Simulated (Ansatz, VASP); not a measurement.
## Two plane-wave programs on BiIr

```
CELL_PARAMETERS angstrom
0.00000 3.13744 3.13744
3.13744 0.00000 3.13744
3.13744 3.13744 0.00000
ATOMIC_POSITIONS crystal
Ir 0.00000 0.00000 0.00000
Bi 0.25000 0.25000 0.25000
```

Alike in both runs: task single point; functional PBE; k mesh 10 × 10 × 10; occupations gaussian, width 0.05 eV; no spin polarisation.

|  | VASP | Ansatz |
| --- | --- | --- |
| version | VASP 6.6.1 | Ansatz 0.2.0 |
| potentials or method | VASP PAW PBE potentials, release 64 (Ir, Bi_d), cutoff 500 eV | scalar-relativistic, plane waves, PAW |
| valence electrons in the cell | 24 | 32 |

```tsv
	VASP	Ansatz	Ansatz less VASP
gap on the k mesh at the Fermi level (eV)	none	none	-
pressure (GPa)	-4.8	-4.8	-0.02
```

A gap of «none» marks a metal or a gap that the smearing closes. VASP's potentials hold 24 valence electrons a cell and Ansatz's 32, so a difference there can come from the potentials and not from the codes.

Spin-orbit coupling is off throughout.
